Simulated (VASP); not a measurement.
# K2Ir (fluorite type) (Fm-3m) in VASP: a series of runs

Runs on K2Ir (fluorite type). Level: PBEsol. Tasks: single point.

All numbers are computed with VASP 6.6.1; they aren't measurements. Logs are shortened: lines on timing, memory, paths and dates and some standing lists are left out, and cuts for length are marked.

### 1 The cell of the first run

It takes space group Fm-3m (No. 225, cubic). Conventional cell: a = 7.040 Å, b = 7.040 Å, c = 7.040 Å, α = 90.00°, β = 90.00°, γ = 90.00°. Ir (site symmetry m-3m) has 8 K at 3.05 Å within 4.0 Å. Within 4.0 Å of K (site symmetry -43m) lie 4 Ir at 3.05 Å and 6 K at 3.52 Å.

### 2 Single point, PBEsol (29.07 Å³/atom)

The input, INCAR:

```
PREC     = Accurate       # precision mode
ENCUT    = 520            # plane-wave cutoff, eV
EDIFF    = 1E-7           # SCF threshold, eV
ISMEAR   = -1             # smearing method
SIGMA    = 0.05           # smearing width, eV
LREAL    = False          # projectors in reciprocal space
LASPH    = True           # aspherical terms in the spheres
NELM     = 80             # most SCF steps
ALGO     = Normal         # electronic algorithm
ISIF     = 2              # what is computed and relaxed
LWAVE    = False          # write WAVECAR
LCHARG   = True           # write CHGCAR
GGA      = PS             # functional
LELF     = True           # ELF
LVHAR    = True         
NBANDS   = 20             # bands
```

The input, KPOINTS:

```
Automatic mesh
0
Gamma
  8 8 8
```

The input, POSCAR:

```
K2Ir
1.0
    0.0000000000      3.5198199043      3.5198199043
    3.5198199043      0.0000000000      3.5198199043
    3.5198199043      3.5198199043      0.0000000000
Ir K
1 2
Direct
    0.0000000000      0.0000000000      0.0000000000
    0.2500000000      0.2500000000      0.2500000000
    0.7500000000      0.7500000000      0.7500000000
```

Potentials or basis: VASP PAW PBE potentials, release 64 (Ir, K_sv).

Started as:

```
cat potpaw_PBE.64/Ir/POTCAR potpaw_PBE.64/K_sv/POTCAR > POTCAR
mpirun -np 1 vasp_std > vasp.out
```

OUTCAR:

```text
PREC = Accurate
   ENCUT = 520
   EDIFF = 1E-7
   ISMEAR = -1
   LREAL = False
   LASPH = True
   NELM = 80
   ISIF = 2
   GGA = PS

 ion  position               nearest neighbor table
   1  0.000  0.000  0.000-   3 3.05   3 3.05   3 3.05   2 3.05   3 3.05   2 3.05   2 3.05   2 3.05

   2  0.250  0.250  0.250-   1 3.05   1 3.05   1 3.05   1 3.05   3 3.52   3 3.52   3 3.52   3 3.52
                             3 3.52   3 3.52
   3  0.750  0.750  0.750-   1 3.05   1 3.05   1 3.05   1 3.05   2 3.52   2 3.52   2 3.52   2 3.52
                             2 3.52   2 3.52

  LATTYP: Found a face centered cubic cell.
 ALAT       =     7.0396398086

  Lattice vectors:

 A1 = (   0.0000000000,   3.5198199043,   3.5198199043)
 A2 = (   3.5198199043,   0.0000000000,   3.5198199043)
 A3 = (   3.5198199043,   3.5198199043,   0.0000000000)

Analysis of symmetry for initial positions (statically):
=====================================================================
 Subroutine PRICEL returns:
 Original cell was already a primitive cell.

 Routine SETGRP: Setting up the symmetry group for a
 face centered cubic supercell.

 Subroutine GETGRP returns: Found 48 space group operations
 (whereof 48 operations were pure point group operations)
 out of a pool of 48 trial point group operations.

The static configuration has the point symmetry O_h .

Analysis of symmetry for dynamics (positions and initial velocities):
=====================================================================
 Subroutine PRICEL returns:
 Original cell was already a primitive cell.

 Routine SETGRP: Setting up the symmetry group for a
 face centered cubic supercell.

 Subroutine GETGRP returns: Found 48 space group operations
 (whereof 48 operations were pure point group operations)
 out of a pool of 48 trial point group operations.

The dynamic configuration has the point symmetry O_h .

 Subroutine INISYM returns: Found 48 space group operations
 (whereof 48 operations are pure point group operations),
 and found     1 'primitive' translations

----------------------------------------------------------------------------------------

                                     Primitive cell

  volume of cell :      87.2150

  direct lattice vectors                    reciprocal lattice vectors
     0.000000000  3.519819904  3.519819904    -0.142052722  0.142052722  0.142052722
     3.519819904  0.000000000  3.519819904     0.142052722 -0.142052722  0.142052722
[... 85 lines left out ...]
   ENCUT  =  520.0 eV  38.22 Ry    6.18 a.u.   9.26  9.26  9.26*2*pi/ulx,y,z
   NELM   =     80;   NELMIN=  2; NELMDL= -5     # of ELM steps
   EDIFF  = 0.1E-06   stopping-criterion for ELM
   LREAL  =      F    real-space projection
   EDIFFG = 0.1E-05   stopping-criterion for IOM
   NSW    =      0    number of steps for IOM
   IBRION =     -1    ionic relax: 0-MD 1-quasi-New 2-CG
   NFREE  =      0    steps in history (QN), initial steepest desc. (CG)
   ISIF   =      2    stress and relaxation
   ISYM   =      2    0-nonsym 1-usesym 2-fastsym
   POTIM  = 0.5000    time-step for ionic-motion
   TEBEG  =    0.0;   TEEND  =   0.0 temperature during run
   PSTRESS=    0.0 pullay stress
   NELECT =      27.0000    total number of electrons
   NUPDOWN=      -1.0000    fix difference up-down
   EMIN   =  10.00;   EMAX   =-10.00  energy-range for DOS
   EFERMI =   0.00;   METHOD = LEGACY
   ISMEAR =    -1;   SIGMA  =   0.05  broadening in eV -4-tet -1-fermi 0-gaus
   EFERMI_NEDOS =   21; number of points for ismear=-14 and -15
   IALGO  =     38    algorithm
   IMIX   =      4    mixing-type and parameters
     AMIX     =   0.40;   BMIX     =  1.00
     AMIX_MAG =   1.60;   BMIX_MAG =  1.00
  volume/ion in A,a.u.               =      29.07       196.19
  Fermi-wavevector in a.u.,A,eV,Ry     =   1.107471  2.092816 16.687433  1.226492
  Thomas-Fermi vector in A             =   2.243986
   LORBIT       =      0    0 simple, 1 ext, 2 COOP (PROOUT), +10 PAW based schemes
   GGA     = PS    functional components
   LHFCALC =     F    Hartree Fock is set to
   AEXX    =    0.0000 exact exchange contribution
   IVDW    =     0    specifies the selected vdW correction
   LEPSILON=     F    determine dielectric tensor
   LRPA    =     F    only Hartree local field effects (RPA)
 non-spin polarized calculation
  energy-cutoff  :      520.00
  volume of cell :       87.22
 maximum number of plane-waves:      2397
 NGX is ok and might be reduce to    40
   NGX = 19   NGY = 19   NGZ = 19

 number of electron      27.0000000 magnetization

 Free energy of the ion-electron system (eV)
  ---------------------------------------------------
  ext. energy  EPLUGINS =         0.00000000
  ---------------------------------------------------
  free energy    TOTEN  =        -8.12818936 eV

  energy without entropy =       -8.01018526  energy(sigma->0) =       -8.06918731

 E-fermi :   0.9046     XC(G=0):  -8.7662

 val. band max:        0.8978282447   @ k =  -0.1250   0.1250   0.0000
 cond. band min:       0.9093804550   @ k =   0.1250   0.1250   0.0000
 fundamental gap:      0.0115522104
 Fermi energy:         0.9046287057

 k-point     1 :       0.0000    0.0000    0.0000
  band No.  band energies     occupation
      1     -28.4918      2.00000
      2     -28.3335      2.00000
      3     -12.2820      2.00000
      4     -12.2820      2.00000
      5     -12.2820      2.00000
      6     -11.8542      2.00000
[... 541 lines left out ...]
     19       7.5245      0.00000
     20       7.7512      0.00000

 [... further k-points ...]

------------------------ aborting loop because EDIFF is reached ----------------------------------------

  FORCE on cell =-STRESS in cart. coord.  units (eV):
  Direction    XX          YY          ZZ          XY          YZ          ZX
  --------------------------------------------------------------------------------------
  -------------------------------------------------------------------------------------
  Total        2.9403532      2.9403532      2.9403532     -0.0000000     -0.0000000     -0.0000000
  in kB       54.0155452     54.0155452     54.0155452     -0.0000000     -0.0000000     -0.0000000
  external PRESSURE =      54.0155452 kB  Pullay stress =       0.0000000 kB

 VOLUME and BASIS-vectors are now :
 -----------------------------------------------------------------------------
  energy-cutoff  :      520.00
  volume of cell :       87.22
      direct lattice vectors                 reciprocal lattice vectors
     0.000000000  3.519819904  3.519819904    -0.142052722  0.142052722  0.142052722
     3.519819904  0.000000000  3.519819904     0.142052722 -0.142052722  0.142052722
     3.519819904  3.519819904  0.000000000     0.142052722  0.142052722 -0.142052722

 POSITION                                       TOTAL-FORCE (eV/Angst)
 -----------------------------------------------------------------------------------
      0.00000      0.00000      0.00000        -0.000000      0.000000     -0.000000
      1.75991      1.75991      1.75991         0.000000      0.000000      0.000000
      5.27973      5.27973      5.27973        -0.000000     -0.000000     -0.000000
 -----------------------------------------------------------------------------------
    total drift:                               -0.000000     -0.000000      0.000000

  FREE ENERGIE OF THE ION-ELECTRON SYSTEM (eV)
  ---------------------------------------------------
  free  energy   TOTEN  =        -8.1281893632 eV

  energy  without entropy=       -8.0101852650  energy(sigma->0) =       -8.06918731
```

stdout:

```text
POSCAR found type information on POSCAR IrK
 POSCAR found :  2 types and       3 ions
 scaLAPACK will be used
 -----------------------------------------------------------------------------
|                                                                             |
|                                                                             |
|     You enforced a specific xc type in the INCAR file but a different       |
|     I HOPE YOU KNOW WHAT YOU ARE DOING!                                     |
|                                                                             |
 -----------------------------------------------------------------------------

 LDA part: xc-table for (Slater+PW92), standard interpolation
 POSCAR, INCAR and KPOINTS ok, starting setup
 FFT: planning ... GRIDC
 FFT: planning ... GRID_SOFT
 FFT: planning ... GRID
 WAVECAR not read
 entering main loop
```

It took 39 s on 1 thread of AMD EPYC 9R45 (Zen 5), shared host; peak memory 0.23 GiB.

What came out:

```
Free energy            : -8.1282 eV
Pressure               : 5.4 GPa
Band gap on the k mesh : zero (an odd number of electrons rules out a gap without spin polarisation)
```

Levels at points of the mesh, in eV from the Fermi level:
```tsv
k point	band 12	band 13	band 14	band 15	band 16	band 17
(0.00, 0.00, 0.00)	0.02	0.02	0.02	3.32	3.32	3.32
(0.50, 0.00, 0.00)	-0.20	-0.06	-0.06	1.32	4.36	4.36
(0.50, 0.50, 0.00)	-0.07	-0.07	0.02	1.56	4.11	4.74
```

Caveat: the cell stands under pressure; the PAW data sets were made with another functional, which shifts forces and pressure a little; spin-orbit coupling is left out, which moves the levels of the heavy elements.

### 3 Single point, PBEsol (32.71 Å³/atom)

This run uses another cell than the first one, of 32.71 Å³/atom.

The input, INCAR:

```
  PREC = Accurate
  ENCUT = 520
  EDIFF = 1E-6
  ISMEAR = -1
  SIGMA = 0.05
  LREAL = F
  LASPH = T
  NELM = 60
  ALGO = Normal
  ISIF = 2
  LWAVE = F
  LCHARG = F
  GGA = PS
  NBANDS = 20
```

The input, KPOINTS:

```
regular mesh
0
Gamma
  8 8 8
```

The input, POSCAR:

```
K2Ir
1.0
    0.0000000000      3.6607602214      3.6607602214
    3.6607602214      0.0000000000      3.6607602214
    3.6607602214      3.6607602214      0.0000000000
Ir K
1 2
Direct
    0.0000000000      0.0000000000      0.0000000000
    0.2500000000      0.2500000000      0.2500000000
    0.7500000000      0.7500000000      0.7500000000
```

Potentials or basis: VASP PAW PBE potentials, release 64 (Ir, K_sv).

Started as:

```
cat potpaw_PBE.64/Ir/POTCAR potpaw_PBE.64/K_sv/POTCAR > POTCAR
mpirun -np 1 vasp_std > vasp.out
```

Wall time 37 s (1 thread of AMD EPYC 9R45 (Zen 5), shared host); peak memory 0.23 GiB.

Results (log left out):

| Quantity | Value |
| --- | --- |
| Free energy | -8.3721 eV |
| Pressure | 2.0 GPa |
| Band gap on the k mesh | zero (an odd number of electrons rules out a gap without spin polarisation) |

Levels at points of the mesh, in eV from the Fermi level:
| k point | band 12 | band 13 | band 14 | band 15 | band 16 | band 17 |
| --- | --- | --- | --- | --- | --- | --- |
| (0.00, 0.00, 0.00) | -0.03 | -0.03 | -0.03 | 3.22 | 3.22 | 3.22 |
| (0.50, 0.00, 0.00) | -0.19 | -0.07 | -0.07 | 1.11 | 4.03 | 4.03 |
| (0.50, 0.50, 0.00) | -0.06 | -0.06 | 0.03 | 1.34 | 3.81 | 4.17 |

Caveat: the PAW data sets were made with another functional, which shifts forces and pressure a little; spin-orbit coupling is left out, which moves the levels of the heavy elements.

### 4 Single point, PBEsol (32.71 Å³/atom)

This run uses another cell than the first one, of 32.71 Å³/atom.

The input, INCAR:

```
SYSTEM = K2Ir
PREC     = Accurate       ! precision mode
ENCUT    = 520            ! plane-wave cutoff, eV
EDIFF    = 1E-7           ! SCF threshold, eV
ISMEAR   = -1             ! smearing method
SIGMA    = 0.05           ! smearing width, eV
LREAL    = .False.        ! projectors in reciprocal space
LASPH    = .True.         ! aspherical terms in the spheres
NELM     = 80             ! most SCF steps
ALGO     = Normal         ! electronic algorithm
ISIF     = 2              ! what is computed and relaxed
LWAVE    = .False.        ! write WAVECAR
LCHARG   = .True.         ! write CHGCAR
GGA      = PS             ! functional
LELF     = .True.         ! ELF
LVHAR    = .True.       
NBANDS   = 20             ! bands
```

The input, KPOINTS:

```
Automatic mesh
0
Gamma
  8 8 8
  0 0 0
```

POSCAR is that of step 3.

Started as:

```
cat potpaw_PBE.64/Ir/POTCAR potpaw_PBE.64/K_sv/POTCAR > POTCAR
mpirun -np 1 vasp_std > vasp.out
```

Wall time 42 s (1 thread of AMD EPYC 9R45 (Zen 5), shared host); peak memory 0.23 GiB.

It converged, with:

| Property | Result |
| --- | --- |
| Free energy | -8.3721 eV |
| Pressure | 2.0 GPa |
| Band gap on the k mesh | zero (an odd number of electrons rules out a gap without spin polarisation) |

Levels at points of the mesh, in eV from the Fermi level:
```
           k point  band 10  band 11  band 12  band 13  band 14  band 15  band 16  band 17  band 18  band 19
(0.00, 0.00, 0.00)    -0.28    -0.28    -0.03    -0.03    -0.03     3.22     3.22     3.22     5.75     5.97
(0.50, 0.00, 0.00)    -0.19    -0.19    -0.19    -0.07    -0.07     1.11     4.03     4.03     6.04     6.25
(0.50, 0.50, 0.00)    -0.48    -0.43    -0.06    -0.06     0.03     1.34     3.81     4.17     4.17     5.58
```

Caveat: the PAW data sets were made with another functional, which shifts forces and pressure a little; spin-orbit coupling is left out, which moves the levels of the heavy elements.

(Continued in part 2 of 2.)

The gap in the log of VASP goes by the Fermi energy; the results here count the filled bands.